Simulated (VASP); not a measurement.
Input of a VASP 6.6.1 run:

The input INCAR:

```
  PREC = Accurate
  ENCUT = 520
  EDIFF = 1E-6
  ISMEAR = -1
  SIGMA = 0.1
  LREAL = False
  LASPH = True
  NELM = 100
  ALGO = Normal
  ISIF = 2
  LWAVE = False
  LCHARG = True
  GGA = PS
  LELF = True
  LVHAR = True
  NBANDS = 12
```

The input KPOINTS:

```
Automatic mesh
0
Gamma
  22 22 22
```

The input POSCAR:

```
Ag
1.0
    0.0000000000      2.0787867445      2.0787867445
    2.0787867445      0.0000000000      2.0787867445
    2.0787867445      2.0787867445      0.0000000000
Ag
1
Direct
    0.0000000000      0.0000000000      0.0000000000
```

Potentials or basis: VASP PAW PBE potentials, release 64 (Ag).

The run is started by

```bash
$ cat potpaw_PBE.64/Ag/POTCAR > POTCAR
$ mpirun -np 1 vasp_std > vasp.out
```

(1) What does it give for the pressure?

## Answers

(1) -7.4 GPa.

Caveat: the PAW data sets were made with another functional, which shifts forces and pressure a little.
